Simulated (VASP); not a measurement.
# Ta3N (P-3m1) in VASP: notebook, part 2 of 2

VASP 6.6.1. The steps go on from the part before.

## 3. Single point, PBE

Input file INCAR:

```
PREC = Accurate
ENCUT = 520
EDIFF = 1E-6
ISMEAR = 0
SIGMA = 0.1
LREAL = F
LASPH = T
NELM = 60
ALGO = Normal
ISIF = 2
LWAVE = F
LCHARG = T
GGA = PE
LELF = T
LVHAR = T
NBANDS = 27
```

Input file KPOINTS:

```
regular mesh
0
Gamma
  15 15 6
```

Input file POSCAR:

```
Ta3N
1.0
    3.0322239879      0.0000000000      0.0000000000
   -1.5161119940      2.6259830035      0.0000000000
    0.0000000000      0.0000000000      7.5241370000
Ta N
3 1
Direct
    0.0000000000      0.0000000000      0.5000000000
    0.3333333300      0.6666666700      0.1739300000
    0.6666666700      0.3333333300      0.8260700000
    0.0000000000      0.0000000000      0.0000000000
```

Potentials or basis: VASP PAW PBE potentials, release 64 (Ta_pv, N).

Started as:

```
> cat potpaw_PBE.64/Ta_pv/POTCAR potpaw_PBE.64/N/POTCAR > POTCAR
> mpirun -np 1 vasp_std > vasp.out
```

OUTCAR:

```text
PREC = Accurate
   ENCUT = 520
   EDIFF = 1E-6
   ISMEAR = 0
   LREAL = F
   LASPH = T
   NELM = 60
   ISIF = 2
   GGA = PE

 ion  position               nearest neighbor table
   1  0.000  0.000  0.500-   2 3.01   3 3.01   3 3.01   2 3.01   3 3.01   2 3.01
   2  0.333  0.667  0.174-   4 2.19   4 2.19   4 2.19   1 3.01   1 3.01   1 3.01   3 3.15   3 3.15
                             3 3.15
   3  0.667  0.333  0.826-   4 2.19   4 2.19   4 2.19   1 3.01   1 3.01   1 3.01   2 3.15   2 3.15
                             2 3.15
   4  0.000  0.000  0.000-   2 2.19   3 2.19   3 2.19   2 2.19   3 2.19   2 2.19

  LATTYP: Found a hexagonal cell.
 ALAT       =     3.0322239879
 C/A-ratio  =     2.4813922158

  Lattice vectors:

 A1 = (   3.0322239879,   0.0000000000,   0.0000000000)
 A2 = (  -1.5161119940,   2.6259830035,   0.0000000000)
 A3 = (   0.0000000000,   0.0000000000,   7.5241370000)

Analysis of symmetry for initial positions (statically):
=====================================================================
 Subroutine PRICEL returns:
 Original cell was already a primitive cell.

 Routine SETGRP: Setting up the symmetry group for a
 hexagonal supercell.

 Subroutine GETGRP returns: Found 12 space group operations
 (whereof 12 operations were pure point group operations)
 out of a pool of 24 trial point group operations.

The static configuration has the point symmetry D_3d.

Analysis of symmetry for dynamics (positions and initial velocities):
=====================================================================
 Subroutine PRICEL returns:
 Original cell was already a primitive cell.

 Routine SETGRP: Setting up the symmetry group for a
 hexagonal supercell.

 Subroutine GETGRP returns: Found 12 space group operations
 (whereof 12 operations were pure point group operations)
 out of a pool of 24 trial point group operations.

The dynamic configuration has the point symmetry D_3d.

 Subroutine INISYM returns: Found 12 space group operations
 (whereof 12 operations are pure point group operations),
 and found     1 'primitive' translations

----------------------------------------------------------------------------------------

                                     Primitive cell

  volume of cell :      59.9115

  direct lattice vectors                    reciprocal lattice vectors
     3.032223988  0.000000000  0.000000000     0.329790940  0.190404888  0.000000000
    -1.516111994  2.625983004  0.000000000     0.000000000  0.380809776  0.000000000
     0.000000000  0.000000000  7.524137000     0.000000000  0.000000000  0.132905608

  length of vectors
     3.032223988  3.032223988  7.524137000     0.380809776  0.380809776  0.132905608

  position of ions in fractional coordinates (direct lattice)
     0.000000000  0.000000000  0.500000000
     0.333333330  0.666666670  0.173930000
     0.666666670  0.333333330  0.826070000
     0.000000000  0.000000000  0.000000000

  ion indices of the primitive-cell ions
   primitive index   ion index
                 1           1
                 2           2
                 3           3
                 4           4

----------------------------------------------------------------------------------------

 KPOINTS: regular mesh

Automatic generation of k-mesh.
 Grid dimensions read from file:
 generate k-points for:   15   15    6

 Generating k-lattice:

  Cartesian coordinates                     Fractional coordinates (reciprocal lattice)
     0.021986063  0.012693659  0.000000000     0.066666667  0.000000000  0.000000000
     0.000000000  0.025387318  0.000000000     0.000000000  0.066666667  0.000000000
     0.000000000  0.000000000  0.022150935     0.000000000  0.000000000  0.166666667

  Length of vectors
     0.025387318  0.025387318  0.022150935

  Shift w.r.t. Gamma in fractional coordinates (k-lattice)
     0.000000000  0.000000000  0.000000000

 Subroutine IBZKPT returns following result:
 ===========================================

 Found    146 irreducible k-points:

 Following reciprocal coordinates:
            Coordinates               Weight
  0.000000  0.000000  0.000000      1.000000
  0.066667 -0.000000  0.000000      6.000000
  0.133333 -0.000000  0.000000      6.000000
  0.200000 -0.000000  0.000000      6.000000
  0.266667 -0.000000  0.000000      6.000000
  0.333333 -0.000000  0.000000      6.000000
[... 16 lines left out ...]
  0.333333  0.200000  0.000000     12.000000
  0.400000  0.200000  0.000000      6.000000
 [... further k-points ...]
   k-points           NKPTS =    146   k-points in BZ     NKDIM =    146   number of bands    NBANDS=     27
   number of dos      NEDOS =    301   number of ions     NIONS =      4
   total plane-waves  NPLWV =  32256
   dimension x,y,z NGX =    24 NGY =   24 NGZ =   56
   dimension x,y,z NGXF=    48 NGYF=   48 NGZF=  112
   ions per type =               3   1
   NGX,Y,Z   is equivalent  to a cutoff of  13.16, 13.16, 12.37 a.u.
   NGXF,Y,Z  is equivalent  to a cutoff of  26.32, 26.32, 24.75 a.u.
 SYSTEM =  unknown system
   PREC   = accura    normal or accurate (medium, high low for compatibility)
   ISTART =      0    job   : 0-new  1-cont  2-samecut
   ICHARG =      2    charge: 1-file 2-atom 10-const
   ISPIN  =      1    spin polarized calculation?
   LNONCOLLINEAR =      F non collinear calculations
   LSORBIT =      F    spin-orbit coupling
   LASPH  =      T    aspherical Exc in radial PAW
   ENCUT  =  520.0 eV  38.22 Ry    6.18 a.u.   5.64  5.64 13.99*2*pi/ulx,y,z
   NELM   =     60;   NELMIN=  2; NELMDL= -5     # of ELM steps
   EDIFF  = 0.1E-05   stopping-criterion for ELM
   LREAL  =      F    real-space projection
   EDIFFG = 0.1E-04   stopping-criterion for IOM
   NSW    =      0    number of steps for IOM
   IBRION =     -1    ionic relax: 0-MD 1-quasi-New 2-CG
   NFREE  =      0    steps in history (QN), initial steepest desc. (CG)
   ISIF   =      2    stress and relaxation
   ISYM   =      2    0-nonsym 1-usesym 2-fastsym
   POTIM  = 0.5000    time-step for ionic-motion
   TEBEG  =    0.0;   TEEND  =   0.0 temperature during run
   PSTRESS=    0.0 pullay stress
   NELECT =      38.0000    total number of electrons
   NUPDOWN=      -1.0000    fix difference up-down
   EMIN   =  10.00;   EMAX   =-10.00  energy-range for DOS
   EFERMI =   0.00;   METHOD = LEGACY
   ISMEAR =     0;   SIGMA  =   0.10  broadening in eV -4-tet -1-fermi 0-gaus
   EFERMI_NEDOS =   21; number of points for ismear=-14 and -15
   IALGO  =     38    algorithm
   IMIX   =      4    mixing-type and parameters
     AMIX     =   0.40;   BMIX     =  1.00
     AMIX_MAG =   1.60;   BMIX_MAG =  1.00
  volume/ion in A,a.u.               =      14.98       101.08
  Fermi-wavevector in a.u.,A,eV,Ry     =   1.406585  2.658061 26.918884  1.978482
  Thomas-Fermi vector in A             =   2.528931
   LORBIT       =      0    0 simple, 1 ext, 2 COOP (PROOUT), +10 PAW based schemes
   GGA     = PE    functional components
   LHFCALC =     F    Hartree Fock is set to
   AEXX    =    0.0000 exact exchange contribution
   IVDW    =     0    specifies the selected vdW correction
   LEPSILON=     F    determine dielectric tensor
   LRPA    =     F    only Hartree local field effects (RPA)
 non-spin polarized calculation
 Gauss-broadening in eV      SIGMA  =   0.10
  energy-cutoff  :      520.00
  volume of cell :       59.91
 maximum number of plane-waves:      1644
 NGX is ok and might be reduce to    24
   NGX = 11   NGY = 11   NGZ = 27

 number of electron      38.0000001 magnetization

 Free energy of the ion-electron system (eV)
  ---------------------------------------------------
  ext. energy  EPLUGINS =         0.00000000
  ---------------------------------------------------
  free energy    TOTEN  =       -45.61802896 eV

  energy without entropy =      -45.60131661  energy(sigma->0) =      -45.60967278

 E-fermi :   6.6323     XC(G=0): -12.6872

 val. band max:        6.6288063738   @ k =   0.4000   0.2000   0.1667
 cond. band min:       6.6349901851   @ k =   0.0667   0.0667   0.3333
 fundamental gap:      0.0061838113
 Fermi energy:         6.6322517182

 k-point     1 :       0.0000    0.0000    0.0000
  band No.  band energies     occupation
      1     -28.5401      2.00000
      2     -28.2529      2.00000
      3     -27.9231      2.00000
      4     -27.9231      2.00000
      5     -27.8940      2.00000
      6     -27.8940      2.00000
[... 19 lines left out ...]
     26       8.9266      0.00000
     27       9.9714      0.00000
[... 667 lines left out ...]
      5     -28.1945      2.00000
      6     -28.1148      2.00000
[... 19 lines left out ...]
     26      11.1282      0.00000
     27      11.5119      0.00000

 [... further k-points ...]
[... 5 lines left out ...]
  --------------------------------------------------------------------------------------
  -------------------------------------------------------------------------------------
  Total       -0.2711355     -0.2711355      0.0765082      0.0000000      0.0000000     -0.0000000
  in kB       -7.2508193     -7.2508193      2.0460136      0.0000000      0.0000000     -0.0000000
  external PRESSURE =      -4.1518750 kB  Pullay stress =       0.0000000 kB

 VOLUME and BASIS-vectors are now :
 -----------------------------------------------------------------------------
  energy-cutoff  :      520.00
  volume of cell :       59.91
      direct lattice vectors                 reciprocal lattice vectors
     3.032223988  0.000000000  0.000000000     0.329790940  0.190404888  0.000000000
    -1.516111994  2.625983004  0.000000000     0.000000000  0.380809776  0.000000000
     0.000000000  0.000000000  7.524137000     0.000000000  0.000000000  0.132905608

 POSITION                                       TOTAL-FORCE (eV/Angst)
 -----------------------------------------------------------------------------------
      0.00000      0.00000      3.76207        -0.000000      0.000000      0.000000
     -0.00000      1.75066      1.30867         0.000000     -0.000000     -0.054220
      1.51611      0.87533      6.21546         0.000000      0.000000      0.054220
      0.00000      0.00000      0.00000        -0.000000      0.000000      0.000000
 -----------------------------------------------------------------------------------
    total drift:                                0.000000      0.000000      0.000000

  FREE ENERGIE OF THE ION-ELECTRON SYSTEM (eV)
  ---------------------------------------------------
  free  energy   TOTEN  =       -45.6180289580 eV

  energy  without entropy=      -45.6013166101  energy(sigma->0) =      -45.60967278
```

stdout:

```text
POSCAR found type information on POSCAR TaN
 POSCAR found :  2 types and       4 ions
 scaLAPACK will be used
 LDA part: xc-table for (Slater+PW92), standard interpolation
 POSCAR, INCAR and KPOINTS ok, starting setup
 FFT: planning ... GRIDC
 FFT: planning ... GRID_SOFT
 FFT: planning ... GRID
 WAVECAR not read
 entering main loop
```

It took 3.7 min on 1 thread of Intel Xeon 8259CL, shared host; peak memory 0.32 GiB.

Results:

```yaml
Free_energy: -45.6180 eV
Pressure: -0.4 GPa
Largest_force: 0.054 eV/Å
Band_gap_on_the_k_mesh: zero (bands 19 and 20 overlap by 0.70 eV)
```

Forces on the atoms (eV/Å):
```
Ta   0.000  0.000  0.000
Ta   0.000  0.000 -0.054
Ta   0.000  0.000  0.054
N    0.000  0.000  0.000
```

Caveat: spin-orbit coupling is left out, which moves the levels of the heavy elements.

## 4. Single point, PBE

Input file INCAR:

```
PREC     = Accurate       # precision mode
ENCUT    = 520            # plane-wave cutoff, eV
EDIFF    = 1E-7           # SCF threshold, eV
ISMEAR   = 0              # smearing method
SIGMA    = 0.1            # smearing width, eV
LREAL    = False          # projectors in reciprocal space
LASPH    = True           # aspherical terms in the spheres
NELM     = 80             # most SCF steps
ALGO     = Normal         # electronic algorithm
ISIF     = 2              # what is computed and relaxed
LWAVE    = False          # write WAVECAR
LCHARG   = True           # write CHGCAR
GGA      = PE             # functional
LELF     = True           # ELF
LVHAR    = True         
NBANDS   = 27             # bands
```

Input file KPOINTS:

```
Automatic mesh
0
Gamma
  15 15 6
```

Input file POSCAR:

```
Ta3N
1.0
    3.0322239879      0.0000000000      0.0000000000
   -1.5161119940      2.6259830035      0.0000000000
    0.0000000000      0.0000000000      7.5241370000
Ta N
3 1
Direct
    0.0000000000      0.0000000000      0.5000000000
    0.3333333333      0.6666666667      0.1739300000
    0.6666666667      0.3333333333      0.8260700000
    0.0000000000      0.0000000000      0.0000000000
```

Started as:

```
> cat potpaw_PBE.64/Ta_pv/POTCAR potpaw_PBE.64/N/POTCAR > POTCAR
> mpirun -np 1 vasp_std > vasp.out
```

It took 4.5 min on 1 thread of Intel Xeon 8259CL, shared host; peak memory 0.32 GiB.

Results (log left out):

| Property | Result |
| --- | --- |
| Free energy | -45.6180 eV |
| Pressure | -0.4 GPa |
| Largest force | 0.054 eV/Å |
| Band gap on the k mesh | zero (bands 19 and 20 overlap by 0.70 eV) |

Forces on the atoms (eV/Å):
```
Ta   0.000  0.000  0.000
Ta   0.000  0.000 -0.054
Ta   0.000  0.000  0.054
N    0.000  0.000  0.000
```

Stress tensor (GPa, compression positive):
```
-0.73  0.00  0.00
 0.00 -0.73  0.00
 0.00  0.00  0.20
```

Levels at points of the mesh, in eV from the Fermi level:
```
           k point  band 15  band 16  band 17  band 18  band 19  band 20  band 21  band 22  band 23  band 24
(0.00, 0.00, 0.00)    -3.54    -1.39    -0.46    -0.46    -0.30     0.28     0.28     0.94     1.86     1.86
(0.00, 0.00, 0.50)    -3.74    -1.24    -1.12    -0.24    -0.24     0.55     0.55     1.23     1.28     1.28
```

Caveat: spin-orbit coupling is left out, which moves the levels of the heavy elements.

## 5. Single point, PBE

Input file INCAR:

```
SYSTEM = Ta3N
PREC = Accurate
ENCUT = 520
EDIFF = 1E-6
ISMEAR = 0
SIGMA = 0.1
LREAL = .False.
LASPH = .True.
NELM = 80
ALGO = Normal
ISIF = 2
LWAVE = .False.
LCHARG = .False.
GGA = PE
NBANDS = 27
```

Input file KPOINTS:

```
Automatic mesh
0
Gamma
  15 15 6
  0 0 0
```

POSCAR is that of step 4.

Started as:

```
> cat potpaw_PBE.64/Ta_pv/POTCAR potpaw_PBE.64/N/POTCAR > POTCAR
> mpirun -np 1 vasp_std > vasp.out
```

Wall time 3.8 min (1 thread of Intel Xeon 8259CL, shared host); peak memory 0.32 GiB.

Results (log left out):

```yaml
Free_energy: -45.6180 eV
Pressure: -0.4 GPa
Largest_force: 0.054 eV/Å
Band_gap_on_the_k_mesh: zero (bands 19 and 20 overlap by 0.70 eV)
```

Forces on the atoms (eV/Å):
```
Ta   0.000  0.000  0.000
Ta   0.000  0.000 -0.054
Ta   0.000  0.000  0.054
N    0.000  0.000  0.000
```

Stress tensor (GPa, compression positive):
```
-0.73  0.00  0.00
 0.00 -0.73  0.00
 0.00  0.00  0.20
```

Levels at points of the mesh, in eV from the Fermi level:
```tsv
k point	band 17	band 18	band 19	band 20	band 21	band 22
(0.00, 0.00, 0.00)	-0.46	-0.46	-0.30	0.28	0.28	0.94
(0.00, 0.00, 0.50)	-1.12	-0.24	-0.24	0.55	0.55	1.23
```

Caveat: spin-orbit coupling is left out, which moves the levels of the heavy elements.
